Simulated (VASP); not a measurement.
# SiO2 (Pnnm) in VASP: notebook

Runs on SiO2. Level: PBE. Tasks: single point.

Program: VASP 6.6.1. These are calculated values, not measurements. Logs are shortened: lines on timing, memory, paths and dates and some standing lists are left out, and cuts for length are marked.

## (1) The cell of the first run

It takes space group Pnnm (No. 58, orthorhombic). The conventional cell has a = 4.194 Å, b = 4.236 Å, c = 2.690 Å, α = 90.00°, β = 90.00°, γ = 90.00°. Within 2.4 Å of Si (site symmetry 2/m) lie 6 O at 1.77 to 1.83 Å. Within 2.4 Å of O (site symmetry m) lie 3 Si at 1.77 to 1.83 Å and 1 O at 2.30 Å.

## (2) Single point, PBE (strain -0.0100 x Voigt [0, 1, 0, 0, 0, 0])

File INCAR:

```
SYSTEM = SiO2
PREC = Accurate ; ENCUT = 520
EDIFF = 1E-7 ; ISMEAR = 0
SIGMA = 0.05 ; LREAL = .FALSE.
LASPH = .TRUE. ; NELM = 80
ALGO = Normal ; ISIF = 2
LWAVE = .FALSE. ; LCHARG = .TRUE.
GGA = PE ; LELF = .TRUE.
LVHAR = .TRUE. ; NBANDS = 25
```

File KPOINTS:

```
regular mesh
0
G
  6 6 8
  0 0 0
```

File POSCAR:

```
SiO2
1.0
    4.2361165246      0.0000000000      0.0000000000
    0.0000000000      4.1937553594      0.0000000000
    0.0000000000      0.0000000000      2.6904781099
Si O
2 4
Direct
    0.5000000000      0.5000000000      0.5000000000
    0.0000000000      0.0000000000      0.0000000000
    0.6930152168      0.6930152168      0.0000000000
    0.1930152168      0.8069847832      0.5000000000
    0.3069847832      0.3069847832      0.0000000000
    0.8069847832      0.1930152168      0.5000000000
```

Potentials or basis: VASP PAW PBE potentials, release 64 (Si, O).

The run is started by

```console
> cat potpaw_PBE.64/Si/POTCAR potpaw_PBE.64/O/POTCAR > POTCAR
> mpirun -np 1 vasp_std > vasp.out
```

OUTCAR:

```text
SYSTEM = SiO2
   PREC = Accurate
   ENCUT = 520
   EDIFF = 1E-7
   ISMEAR = 0
   LREAL = .FALSE.
   LASPH = .TRUE.
   NELM = 80
   ISIF = 2
   GGA = PE

 ion  position               nearest neighbor table
   1  0.500  0.500  0.500-   3 1.77   5 1.77   3 1.77   5 1.77   4 1.83   6 1.83
   2  0.000  0.000  0.000-   4 1.77   6 1.77   4 1.77   6 1.77   5 1.83   3 1.83
   3  0.693  0.693  0.000-   1 1.77   1 1.77   2 1.83
   4  0.193  0.807  0.500-   2 1.77   2 1.77   1 1.83
   5  0.307  0.307  0.000-   1 1.77   1 1.77   2 1.83
   6  0.807  0.193  0.500-   2 1.77   2 1.77   1 1.83

  LATTYP: Found a simple orthorhombic cell.
 ALAT       =     2.6904781099
 B/A-ratio  =     1.5587398180
 C/A-ratio  =     1.5744846646

  Lattice vectors:

 A1 = (   0.0000000000,   0.0000000000,  -2.6904781099)
 A2 = (   0.0000000000,   4.1937553594,   0.0000000000)
 A3 = (   4.2361165246,   0.0000000000,   0.0000000000)

Analysis of symmetry for initial positions (statically):
=====================================================================
 Subroutine PRICEL returns:
 Original cell was already a primitive cell.

 Routine SETGRP: Setting up the symmetry group for a
 simple orthorhombic supercell.

 Subroutine GETGRP returns: Found  8 space group operations
 (whereof  4 operations were pure point group operations)
 out of a pool of  8 trial point group operations.

The static configuration has the point symmetry C_2h.
 The point group associated with its full space group is D_2h.

Analysis of symmetry for dynamics (positions and initial velocities):
=====================================================================
 Subroutine PRICEL returns:
 Original cell was already a primitive cell.

 Routine SETGRP: Setting up the symmetry group for a
 simple orthorhombic supercell.

 Subroutine GETGRP returns: Found  8 space group operations
 (whereof  4 operations were pure point group operations)
 out of a pool of  8 trial point group operations.

The dynamic configuration has the point symmetry C_2h.
 The point group associated with its full space group is D_2h.

 Subroutine INISYM returns: Found  8 space group operations
 (whereof  4 operations are pure point group operations),
 and found     1 'primitive' translations

----------------------------------------------------------------------------------------

                                     Primitive cell

  volume of cell :      47.7970

  direct lattice vectors                    reciprocal lattice vectors
[... 95 lines left out ...]
   EDIFF  = 0.1E-06   stopping-criterion for ELM
   LREAL  =      F    real-space projection
   EDIFFG = 0.1E-05   stopping-criterion for IOM
   NSW    =      0    number of steps for IOM
   IBRION =     -1    ionic relax: 0-MD 1-quasi-New 2-CG
   NFREE  =      0    steps in history (QN), initial steepest desc. (CG)
   ISIF   =      2    stress and relaxation
   ISYM   =      2    0-nonsym 1-usesym 2-fastsym
   POTIM  = 0.5000    time-step for ionic-motion
   TEBEG  =    0.0;   TEEND  =   0.0 temperature during run
   PSTRESS=    0.0 pullay stress
   NELECT =      32.0000    total number of electrons
   NUPDOWN=      -1.0000    fix difference up-down
   EMIN   =  10.00;   EMAX   =-10.00  energy-range for DOS
   EFERMI =   0.00;   METHOD = LEGACY
   ISMEAR =     0;   SIGMA  =   0.05  broadening in eV -4-tet -1-fermi 0-gaus
   EFERMI_NEDOS =   21; number of points for ismear=-14 and -15
   IALGO  =     38    algorithm
   IMIX   =      4    mixing-type and parameters
     AMIX     =   0.40;   BMIX     =  1.00
     AMIX_MAG =   1.60;   BMIX_MAG =  1.00
  volume/ion in A,a.u.               =       7.97        53.76
  Fermi-wavevector in a.u.,A,eV,Ry     =   1.432159  2.706389 27.906643  2.051080
  Thomas-Fermi vector in A             =   2.551817
   LORBIT       =      0    0 simple, 1 ext, 2 COOP (PROOUT), +10 PAW based schemes
   GGA     = PE    functional components
   LHFCALC =     F    Hartree Fock is set to
   AEXX    =    0.0000 exact exchange contribution
   IVDW    =     0    specifies the selected vdW correction
   LEPSILON=     F    determine dielectric tensor
   LRPA    =     F    only Hartree local field effects (RPA)
 non-spin polarized calculation
 Gauss-broadening in eV      SIGMA  =   0.05
  energy-cutoff  :      520.00
  volume of cell :       47.80
 maximum number of plane-waves:      1304
 NGX is ok and might be reduce to    32
   NGX = 15   NGY = 15   NGZ = 11

 number of electron      31.9999985 magnetization

 Free energy of the ion-electron system (eV)
  ---------------------------------------------------
  ext. energy  EPLUGINS =         0.00000000
  ---------------------------------------------------
  free energy    TOTEN  =       -46.30865689 eV

  energy without entropy =      -46.30865689  energy(sigma->0) =      -46.30865689

 E-fermi :   8.0712     XC(G=0): -12.1338

 val. band max:        7.8746243714   @ k =   0.0000   0.0000   0.0000
 cond. band min:      13.0529172662   @ k =   0.0000   0.0000   0.0000
 fundamental gap:      5.1782928948
 Fermi energy:         8.0711938173

 k-point     1 :       0.0000    0.0000    0.0000
  band No.  band energies     occupation
      1     -14.4368      2.00000
      2     -10.9552      2.00000
      3     -10.8752      2.00000
      4     -10.7468      2.00000
      5      -2.7901      2.00000
      6       1.5914      2.00000
[... 661 lines left out ...]
     24      20.6292      0.00000
     25      22.3794      0.00000

 [... further k-points ...]
[... 5 lines left out ...]
  --------------------------------------------------------------------------------------
  -------------------------------------------------------------------------------------
  Total        0.4774137      1.4578785      0.7115014      0.0000000      0.0000000      0.0000000
  in kB       16.0031329     48.8687752     23.8498639      0.0000000      0.0000000      0.0000000
  external PRESSURE =      29.5739240 kB  Pullay stress =       0.0000000 kB

 VOLUME and BASIS-vectors are now :
 -----------------------------------------------------------------------------
  energy-cutoff  :      520.00
  volume of cell :       47.80
      direct lattice vectors                 reciprocal lattice vectors
     4.236116525  0.000000000  0.000000000     0.236065272  0.000000000  0.000000000
     0.000000000  4.193755359  0.000000000     0.000000000  0.238449770  0.000000000
     0.000000000  0.000000000  2.690478110     0.000000000  0.000000000  0.371681151

 POSITION                                       TOTAL-FORCE (eV/Angst)
 -----------------------------------------------------------------------------------
      2.11806      2.09688      1.34524         0.000000     -0.000000      0.000000
      0.00000      0.00000      0.00000         0.000000     -0.000000      0.000000
      2.93569      2.90634      0.00000         0.062161      0.108805      0.000000
      0.81763      3.38430      1.34524         0.062161     -0.108805      0.000000
      1.30042      1.28742      0.00000        -0.062161     -0.108805      0.000000
      3.41848      0.80946      1.34524        -0.062161      0.108805      0.000000
 -----------------------------------------------------------------------------------
    total drift:                                0.000000      0.000000     -0.000000

  FREE ENERGIE OF THE ION-ELECTRON SYSTEM (eV)
  ---------------------------------------------------
  free  energy   TOTEN  =       -46.3086568875 eV

  energy  without entropy=      -46.3086568875  energy(sigma->0) =      -46.30865689
```

OSZICAR:

```text
N       E                     dE             d eps       ncg     rms          rms(c)
DAV:   1     0.128744059859E+03    0.12874E+03   -0.17582E+04  4048   0.123E+03
DAV:   2    -0.443687150572E+02   -0.17311E+03   -0.16684E+03  5039   0.275E+02
DAV:   3    -0.508644939937E+02   -0.64958E+01   -0.64700E+01  5361   0.506E+01
DAV:   4    -0.509064402659E+02   -0.41946E-01   -0.41934E-01  4652   0.472E+00
DAV:   5    -0.509067853452E+02   -0.34508E-03   -0.34503E-03  5368   0.403E-01    0.171E+01
DAV:   6    -0.462374879383E+02    0.46693E+01   -0.13173E+01  5045   0.244E+01    0.780E+00
DAV:   7    -0.462886478719E+02   -0.51160E-01   -0.81300E-01  5080   0.505E+00    0.289E+00
DAV:   8    -0.463019006050E+02   -0.13253E-01   -0.27435E-02  4952   0.141E+00    0.109E+00
DAV:   9    -0.463084683747E+02   -0.65678E-02   -0.99539E-03  5134   0.833E-01    0.260E-01
DAV:  10    -0.463086770623E+02   -0.20869E-03   -0.51517E-04  4918   0.161E-01    0.449E-02
DAV:  11    -0.463086557226E+02    0.21340E-04   -0.85752E-05  5242   0.668E-02    0.926E-03
DAV:  12    -0.463086567660E+02   -0.10433E-05   -0.57416E-06  4862   0.170E-02    0.340E-03
DAV:  13    -0.463086569029E+02   -0.13692E-06   -0.57004E-07  5250   0.536E-03    0.368E-03
DAV:  14    -0.463086568875E+02    0.15327E-07   -0.14407E-08  3196   0.834E-04
   1 F= -.46308657E+02 E0= -.46308657E+02  d E =-.189944E-10
```

It took 53 s on 1 thread of Intel Xeon Platinum 8259CL at 2.50GHz (Skylake/Cascade Lake), shared host; peak memory 0.2 GiB.

Results:

```
Free energy            : -46.3087 eV
Pressure               : 3.0 GPa
Largest force          : 0.125 eV/Å
Band gap on the k mesh : 5.18 eV
```

Forces on the atoms (eV/Å):
```
Si   0.000  0.000  0.000
Si   0.000  0.000  0.000
O    0.062  0.109  0.000
O    0.062 -0.109  0.000
O   -0.062 -0.109  0.000
O   -0.062  0.109  0.000
```

Caveat: the cell differs from its parent crystal (strain -0.0100 x Voigt [0, 1, 0, 0, 0, 0]). A k mesh can miss the band edges.

(Part 1 of 3 ends here.)
